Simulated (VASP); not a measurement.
# Tl (Fd-3m) in VASP: notebook

Runs on Tl. Level: LDA. Tasks: single point.

Everything below comes from runs of VASP 6.6.1. Logs are shortened: lines on timing, memory, paths and dates and some standing lists are left out, and cuts for length are marked.

### Step 1. The cell of the first run

Symmetry: Fd-3m, No. 227, cubic system. Conventional cell: a = 5.355 Å, b = 5.355 Å, c = 5.355 Å, α = 90.00°, β = 90.00°, γ = 90.00°. Tl (site symmetry -43m) has 4 Tl at 2.32 Å within 3.1 Å.

This isn't the form of Tl at room conditions, which is hcp.

### Step 2. Single point, LDA (19.20 Å³/atom)

Input file INCAR:

```
ALGO = Normal ; EDIFF = 1E-7
ENCUT = 520 ; GGA = CA
ISIF = 2 ; ISMEAR = -1
LASPH = T ; LCHARG = F
LREAL = F ; LWAVE = F
NBANDS = 20 ; NELM = 80
PREC = Accurate ; SIGMA = 0.1
```

Input file KPOINTS:

```
k-points
0
Gamma
  10 10 10
```

Input file POSCAR:

```
Tl
1.0
    0.0000000000      2.6776760709      2.6776760709
    2.6776760709      0.0000000000      2.6776760709
    2.6776760709      2.6776760709      0.0000000000
Tl
2
Direct
   -0.1250000000     -0.1250000000     -0.1250000000
    0.1250000000      0.1250000000      0.1250000000
```

Potentials or basis: VASP PAW LDA potentials, release 64 (Tl_d).

Launch:

```bash
cat potpaw_LDA.64/Tl_d/POTCAR > POTCAR
mpirun -np 1 vasp_std > vasp.out
```

OUTCAR:

```text
EDIFF = 1E-7
   ENCUT = 520
   GGA = CA
   ISIF = 2
   ISMEAR = -1
   LASPH = T
   LREAL = F
   NELM = 80
   PREC = Accurate

 ion  position               nearest neighbor table
   1  0.875  0.875  0.875-   2 2.32   2 2.32   2 2.32   2 2.32
   2  0.125  0.125  0.125-   1 2.32   1 2.32   1 2.32   1 2.32

  LATTYP: Found a face centered cubic cell.
 ALAT       =     5.3553521418

  Lattice vectors:

 A1 = (   0.0000000000,   2.6776760709,   2.6776760709)
 A2 = (   2.6776760709,   0.0000000000,   2.6776760709)
 A3 = (   2.6776760709,   2.6776760709,   0.0000000000)

Analysis of symmetry for initial positions (statically):
=====================================================================
 Subroutine PRICEL returns:
 Original cell was already a primitive cell.

 Routine SETGRP: Setting up the symmetry group for a
 face centered cubic supercell.

 Subroutine GETGRP returns: Found 48 space group operations
 (whereof 12 operations were pure point group operations)
 out of a pool of 48 trial point group operations.

The static configuration has the point symmetry D_3d.
 The point group associated with its full space group is O_h .

Analysis of symmetry for dynamics (positions and initial velocities):
=====================================================================
 Subroutine PRICEL returns:
 Original cell was already a primitive cell.

 Routine SETGRP: Setting up the symmetry group for a
 face centered cubic supercell.

 Subroutine GETGRP returns: Found 48 space group operations
 (whereof 12 operations were pure point group operations)
 out of a pool of 48 trial point group operations.

The dynamic configuration has the point symmetry D_3d.
 The point group associated with its full space group is O_h .

 Subroutine INISYM returns: Found 48 space group operations
 (whereof 12 operations are pure point group operations),
 and found     1 'primitive' translations

----------------------------------------------------------------------------------------

                                     Primitive cell

  volume of cell :      38.3976

  direct lattice vectors                    reciprocal lattice vectors
     0.000000000  2.677676071  2.677676071    -0.186729084  0.186729084  0.186729084
     2.677676071  0.000000000  2.677676071     0.186729084 -0.186729084  0.186729084
     2.677676071  2.677676071  0.000000000     0.186729084  0.186729084 -0.186729084

  length of vectors
     3.786805815  3.786805815  3.786805815     0.323424261  0.323424261  0.323424261

  position of ions in fractional coordinates (direct lattice)
     0.875000000  0.875000000  0.875000000
     0.125000000  0.125000000  0.125000000

  ion indices of the primitive-cell ions
   primitive index   ion index
                 1           1
                 2           2

----------------------------------------------------------------------------------------

 KPOINTS: k-points

Automatic generation of k-mesh.
 Grid dimensions read from file:
 generate k-points for:   10   10   10

 Generating k-lattice:

  Cartesian coordinates                     Fractional coordinates (reciprocal lattice)
    -0.018672908  0.018672908  0.018672908     0.100000000  0.000000000  0.000000000
     0.018672908 -0.018672908  0.018672908     0.000000000  0.100000000  0.000000000
     0.018672908  0.018672908 -0.018672908     0.000000000  0.000000000  0.100000000

  Length of vectors
     0.032342426  0.032342426  0.032342426

  Shift w.r.t. Gamma in fractional coordinates (k-lattice)
     0.000000000  0.000000000  0.000000000

 Subroutine IBZKPT returns following result:
 ===========================================

 Found     47 irreducible k-points:

 Following reciprocal coordinates:
            Coordinates               Weight
  0.000000  0.000000  0.000000      1.000000
  0.100000  0.000000  0.000000      8.000000
  0.200000  0.000000  0.000000      8.000000
  0.300000  0.000000  0.000000      8.000000
  0.400000  0.000000  0.000000      8.000000
  0.500000  0.000000  0.000000      4.000000
[... 16 lines left out ...]
  0.300000  0.300000  0.000000      6.000000
  0.400000  0.300000  0.000000     24.000000
 [... further k-points ...]
   k-points           NKPTS =     47   k-points in BZ     NKDIM =     47   number of bands    NBANDS=     20
   number of dos      NEDOS =    301   number of ions     NIONS =      2
   total plane-waves  NPLWV =  21952
   dimension x,y,z NGX =    28 NGY =   28 NGZ =   28
   dimension x,y,z NGXF=    56 NGYF=   56 NGZF=   56
   ions per type =               2
   NGX,Y,Z   is equivalent  to a cutoff of  12.29, 12.29, 12.29 a.u.
   NGXF,Y,Z  is equivalent  to a cutoff of  24.58, 24.58, 24.58 a.u.
 SYSTEM =  unknown system
   PREC   = accura    normal or accurate (medium, high low for compatibility)
   ISTART =      0    job   : 0-new  1-cont  2-samecut
   ICHARG =      2    charge: 1-file 2-atom 10-const
   ISPIN  =      1    spin polarized calculation?
   LNONCOLLINEAR =      F non collinear calculations
   LSORBIT =      F    spin-orbit coupling
   LASPH  =      T    aspherical Exc in radial PAW
   ENCUT  =  520.0 eV  38.22 Ry    6.18 a.u.   7.04  7.04  7.04*2*pi/ulx,y,z
   NELM   =     80;   NELMIN=  2; NELMDL= -5     # of ELM steps
   EDIFF  = 0.1E-06   stopping-criterion for ELM
   LREAL  =      F    real-space projection
   EDIFFG = 0.1E-05   stopping-criterion for IOM
   NSW    =      0    number of steps for IOM
   IBRION =     -1    ionic relax: 0-MD 1-quasi-New 2-CG
   NFREE  =      0    steps in history (QN), initial steepest desc. (CG)
   ISIF   =      2    stress and relaxation
   ISYM   =      2    0-nonsym 1-usesym 2-fastsym
   POTIM  = 0.5000    time-step for ionic-motion
   TEBEG  =    0.0;   TEEND  =   0.0 temperature during run
   PSTRESS=    0.0 pullay stress
   NELECT =      26.0000    total number of electrons
   NUPDOWN=      -1.0000    fix difference up-down
   EMIN   =  10.00;   EMAX   =-10.00  energy-range for DOS
   EFERMI =   0.00;   METHOD = LEGACY
   ISMEAR =    -1;   SIGMA  =   0.10  broadening in eV -4-tet -1-fermi 0-gaus
   EFERMI_NEDOS =   21; number of points for ismear=-14 and -15
   IALGO  =     38    algorithm
   IMIX   =      4    mixing-type and parameters
     AMIX     =   0.40;   BMIX     =  1.00
     AMIX_MAG =   1.60;   BMIX_MAG =  1.00
  volume/ion in A,a.u.               =      19.20       129.56
  Fermi-wavevector in a.u.,A,eV,Ry     =   1.437577  2.716627 28.118193  2.066629
  Thomas-Fermi vector in A             =   2.556640
   LORBIT       =      0    0 simple, 1 ext, 2 COOP (PROOUT), +10 PAW based schemes
   GGA     = CA    functional components
   LHFCALC =     F    Hartree Fock is set to
   AEXX    =    0.0000 exact exchange contribution
   IVDW    =     0    specifies the selected vdW correction
   LEPSILON=     F    determine dielectric tensor
   LRPA    =     F    only Hartree local field effects (RPA)
 non-spin polarized calculation
  energy-cutoff  :      520.00
  volume of cell :       38.40
 maximum number of plane-waves:      1056
   NGX = 15   NGY = 15   NGZ = 15

 number of electron      25.9999992 magnetization

 Free energy of the ion-electron system (eV)
  ---------------------------------------------------
  ext. energy  EPLUGINS =         0.00000000
  ---------------------------------------------------
  free energy    TOTEN  =         1.43985389 eV

  energy without entropy =        1.46304040  energy(sigma->0) =        1.45144714

 E-fermi :  11.6342     XC(G=0): -12.3112

 val. band max:       11.5731098339   @ k =   0.2000   0.0000   0.0000
 cond. band min:      11.6678430929   @ k =   0.4000   0.2000   0.0000
 fundamental gap:      0.0947332590
 Fermi energy:        11.6342115699

 k-point     1 :       0.0000    0.0000    0.0000
  band No.  band energies     occupation
      1      -3.4878      2.00000
      2      -3.4878      2.00000
      3      -3.4878      2.00000
      4      -3.3807      2.00000
      5      -3.3807      2.00000
      6      -2.8240      2.00000
[... 12 lines left out ...]
     19      18.8717      0.00000
     20      21.4654      0.00000

 k-point     2 :       0.1000    0.0000    0.0000
  band No.  band energies     occupation
      1      -3.6291      2.00000
      2      -3.6291      2.00000
      3      -3.4939      2.00000
      4      -3.1993      2.00000
      5      -3.1993      2.00000
      6      -2.7196      2.00000
[... 12 lines left out ...]
     19      20.6811      0.00000
     20      21.4610      0.00000

 k-point     3 :       0.2000    0.0000    0.0000
  band No.  band energies     occupation
      1      -3.7376      2.00000
      2      -3.7376      2.00000
      3      -3.5138      2.00000
      4      -3.0024      2.00000
      5      -3.0024      2.00000
      6      -2.5099      2.00000
[... 12 lines left out ...]
     19      20.5049      0.00000
     20      21.9095      0.00000

 k-point     4 :       0.3000    0.0000    0.0000
  band No.  band energies     occupation
      1      -3.7660      2.00000
      2      -3.7660      2.00000
      3      -3.5402      2.00000
      4      -2.9061      2.00000
      5      -2.9061      2.00000
      6      -2.4107      2.00000
[... 12 lines left out ...]
     19      22.4768      0.00000
     20      23.0253      0.00000

 k-point     5 :       0.4000    0.0000    0.0000
  band No.  band energies     occupation
      1      -3.7394      2.00000
      2      -3.7394      2.00000
      3      -3.5608      2.00000
      4      -2.9159      2.00000
      5      -2.9159      2.00000
      6      -2.4332      2.00000
[... 12 lines left out ...]
     19      24.1048      0.00000
     20      24.1048      0.00000
[... 353 lines left out ...]
      6      -2.3680      2.00000
[... 12 lines left out ...]
     19      22.9226      0.00000
     20      24.5364      0.00000

 k-point    22 :      -0.2000    0.2000    0.0000
  band No.  band energies     occupation
      1      -3.9389      2.00000
      2      -3.8091      2.00000
      3      -3.3987      2.00000
      4      -2.9990      2.00000
      5      -2.5014      2.00000
      6      -2.3846      2.00000
[... 12 lines left out ...]
     19      21.8286      0.00000
     20      24.0422      0.00000

 k-point    23 :       0.3000    0.3000    0.0000
  band No.  band energies     occupation
      1      -3.9847      2.00000
      2      -3.6699      2.00000
      3      -3.6699      2.00000
      4      -2.6880      2.00000
      5      -2.6648      2.00000
      6      -2.1670      2.00000
[... 12 lines left out ...]
     19      25.6581      0.00000
     20      25.6586      0.00000

 k-point    24 :       0.4000    0.3000    0.0000
  band No.  band energies     occupation
      1      -3.9959      2.00000
      2      -3.7150      2.00000
      3      -3.6684      2.00000
      4      -2.8498      2.00000
      5      -2.4465      2.00000
      6      -1.9880      2.00000
[... 12 lines left out ...]
     19      25.3588      0.00000
     20      26.1086      0.00000

 [... further k-points ...]
[... 5 lines left out ...]
  --------------------------------------------------------------------------------------
  -------------------------------------------------------------------------------------
  Total       27.0882729     27.0882729     27.0882729     -0.0000000     -0.0000000      0.0000000
  in kB     1130.2845484   1130.2845484   1130.2845484     -0.0000000     -0.0000000      0.0000000
  external PRESSURE =    1130.2845484 kB  Pullay stress =       0.0000000 kB

 VOLUME and BASIS-vectors are now :
 -----------------------------------------------------------------------------
  energy-cutoff  :      520.00
  volume of cell :       38.40
      direct lattice vectors                 reciprocal lattice vectors
     0.000000000  2.677676071  2.677676071    -0.186729084  0.186729084  0.186729084
     2.677676071  0.000000000  2.677676071     0.186729084 -0.186729084  0.186729084
     2.677676071  2.677676071  0.000000000     0.186729084  0.186729084 -0.186729084

 POSITION                                       TOTAL-FORCE (eV/Angst)
 -----------------------------------------------------------------------------------
      4.68593      4.68593      4.68593         0.000000     -0.000000     -0.000000
      0.66942      0.66942      0.66942        -0.000000      0.000000      0.000000
 -----------------------------------------------------------------------------------
    total drift:                                0.000000     -0.000000     -0.000000

  FREE ENERGIE OF THE ION-ELECTRON SYSTEM (eV)
  ---------------------------------------------------
  free  energy   TOTEN  =         1.4398538860 eV

  energy  without entropy=        1.4630403978  energy(sigma->0) =        1.45144714
```

Run time: 43 s. Hardware: 1 thread of Oxide Virtual Turin-like, shared host; peak memory 0.12 GiB.

What came out:

```
Free energy            : 1.4399 eV
Pressure               : 113.0 GPa
Band gap on the k mesh : zero (bands 13 and 14 overlap by 8.91 eV)
```

Caveat: the cell stands under pressure; spin-orbit coupling is left out, which moves the levels of the heavy elements.

### Step 3. Single point, LDA (22.27 Å³/atom)

This run uses another cell than the first one, of 22.27 Å³/atom.

Input file INCAR:

```
SYSTEM = Tl
  PREC = Accurate
  ENCUT = 520
  EDIFF = 1E-7
  ISMEAR = -1
  SIGMA = 0.1
  LREAL = .False.
  LASPH = .True.
  NELM = 100
  ALGO = Normal
  ISIF = 2
  LWAVE = .False.
  LCHARG = .False.
  NBANDS = 20
```

Input file KPOINTS:

```
regular mesh
0
Gamma
  10 10 10
  0 0 0
```

Input file POSCAR:

```
Tl
1.0
    0.0000000000      2.8134813065      2.8134813065
    2.8134813065      0.0000000000      2.8134813065
    2.8134813065      2.8134813065      0.0000000000
Tl
2
Direct
   -0.1250000000     -0.1250000000     -0.1250000000
    0.1250000000      0.1250000000      0.1250000000
```

Potentials or basis: VASP PAW LDA potentials, release 64 (Tl_d).

Launch:

```bash
cat potpaw_LDA.64/Tl_d/POTCAR > POTCAR
mpirun -np 1 vasp_std > vasp.out
```

Wall time 52 s (1 thread of Oxide Virtual Turin-like, shared host); peak memory 0.13 GiB.

It converged, with:

| Quantity | Value |
| --- | --- |
| Free energy | -1.7324 eV |
| Pressure | 58.4 GPa |
| Band gap on the k mesh | zero (bands 13 and 14 overlap by 7.38 eV) |

Levels at points of the mesh, in eV from the Fermi level:
| k point | band 10 | band 11 | band 12 | band 13 | band 14 | band 15 | band 16 | band 17 |
| --- | --- | --- | --- | --- | --- | --- | --- | --- |
| (0.00, 0.00, 0.00) | -11.09 | -11.09 | 4.59 | 5.17 | 5.17 | 5.17 | 6.39 | 6.46 |
| (0.50, 0.00, 0.00) | -11.11 | -8.34 | -6.53 | 2.04 | 2.04 | 4.42 | 6.43 | 7.73 |
| (0.50, 0.50, 0.00) | -10.94 | -6.65 | -6.65 | -1.18 | -1.18 | 3.70 | 3.70 | 14.82 |

Caveat: the cell stands under pressure; spin-orbit coupling is left out, which moves the levels of the heavy elements.

### Step 4. Single point, LDA (26.11 Å³/atom)

This run uses another cell than the first one, of 26.11 Å³/atom.

Input file INCAR:

```
ALGO = Normal ; EDIFF = 1E-7
ENCUT = 520 ; ISIF = 2
ISMEAR = -1 ; LASPH = T
LCHARG = F ; LREAL = F
LWAVE = F ; NBANDS = 20
NELM = 80 ; PREC = Accurate
SIGMA = 0.1
```

Input file KPOINTS:

```
k-points
0
Gamma
  10 10 10
```

Input file POSCAR:

```
Tl
1.0
    0.0000000000      2.9666820710      2.9666820710
    2.9666820710      0.0000000000      2.9666820710
    2.9666820710      2.9666820710      0.0000000000
Tl
2
Direct
   -0.1250000000     -0.1250000000     -0.1250000000
    0.1250000000      0.1250000000      0.1250000000
```

Launch:

```bash
cat potpaw_LDA.64/Tl_d/POTCAR > POTCAR
mpirun -np 1 vasp_std > vasp.out
```

Run time: 48 s. Hardware: 1 thread of Oxide Virtual Turin-like, shared host; peak memory 0.14 GiB.

Results (log left out):

```
Free energy            : -3.6634 eV
Pressure               : 26.3 GPa
Band gap on the k mesh : zero (bands 13 and 14 overlap by 6.01 eV)
```

Levels at points of the mesh, in eV from the Fermi level:
| k point | band 10 | band 11 | band 12 | band 13 | band 14 | band 15 | band 16 | band 17 |
| --- | --- | --- | --- | --- | --- | --- | --- | --- |
| (0.00, 0.00, 0.00) | -10.98 | -10.98 | 3.08 | 4.25 | 4.25 | 4.25 | 5.74 | 5.74 |
| (0.50, 0.00, 0.00) | -10.96 | -8.11 | -5.77 | 1.74 | 1.74 | 3.22 | 6.55 | 6.98 |
| (0.50, 0.50, 0.00) | -10.84 | -6.41 | -6.41 | -0.87 | -0.87 | 3.30 | 3.30 | 13.36 |

Caveat: the cell stands under pressure; spin-orbit coupling is left out, which moves the levels of the heavy elements.

### Step 5. Single point, LDA (33.79 Å³/atom)

This run uses another cell than the first one, of 33.79 Å³/atom.

Input file INCAR:

```
SYSTEM = Tl
PREC     = Accurate       ! precision mode
ENCUT    = 520            ! plane-wave cutoff, eV
EDIFF    = 1E-7           ! SCF threshold, eV
ISMEAR   = -1             ! smearing method
SIGMA    = 0.1            ! smearing width, eV
LREAL    = .False.        ! projectors in reciprocal space
LASPH    = .True.         ! aspherical terms in the spheres
NELM     = 100            ! most SCF steps
ALGO     = Normal         ! electronic algorithm
ISIF     = 2              ! what is computed and relaxed
LWAVE    = .False.        ! write WAVECAR
LCHARG   = .False.        ! write CHGCAR
NBANDS   = 20             ! bands
```

Input file KPOINTS:

```
regular mesh
0
Gamma
  10 10 10
  0 0 0
```

Input file POSCAR:

```
Tl
1.0
    0.0000000000      3.2329247309      3.2329247309
    3.2329247309      0.0000000000      3.2329247309
    3.2329247309      3.2329247309      0.0000000000
Tl
2
Direct
   -0.1250000000     -0.1250000000     -0.1250000000
    0.1250000000      0.1250000000      0.1250000000
```

Launch:

```bash
cat potpaw_LDA.64/Tl_d/POTCAR > POTCAR
mpirun -np 1 vasp_std > vasp.out
```

It took 80 s on 1 thread of Oxide Virtual Turin-like, shared host; peak memory 0.17 GiB.

Results (log left out):

- Free energy: -4.8850 eV
- Pressure: 4.2 GPa
- Band gap on the k mesh: zero (bands 13 and 14 overlap by 4.28 eV)

Levels at points of the mesh, in eV from the Fermi level:
```tsv
k point	band 11	band 12	band 13	band 14	band 15	band 16
(0.00, 0.00, 0.00)	-9.92	0.71	3.08	3.08	3.08	4.73
(0.50, 0.00, 0.00)	-7.67	-5.01	1.32	1.32	1.71	5.87
(0.50, 0.50, 0.00)	-6.13	-6.13	-0.53	-0.53	2.72	2.72
```

Caveat: the cell stands under pressure; spin-orbit coupling is left out, which moves the levels of the heavy elements.

### Step 6. The runs side by side

```csv
cell,gap on the mesh (eV),pressure (GPa)
"a = 3.787 Å, angles 60.0°, 2 atoms",none,113.0
"a = 3.979 Å, angles 60.0°, 2 atoms",none,58.4
"a = 4.196 Å, angles 60.0°, 2 atoms",none,26.3
"a = 4.572 Å, angles 60.0°, 2 atoms",none,4.2
```

Alike in all rows: task single point; level LDA; potentials or basis VASP PAW LDA potentials, release 64 (Tl_d); no spin polarisation; k mesh 10 × 10 × 10; cutoff (eV) 520; smearing fermi-dirac 0.1 eV.

Caveats: the cell stands under pressure; spin-orbit coupling is left out, which moves the levels of the heavy elements.

Absolute energies hang on the potentials; compare differences alone.

The gap in the log of VASP goes by the Fermi energy; the results here count the filled bands.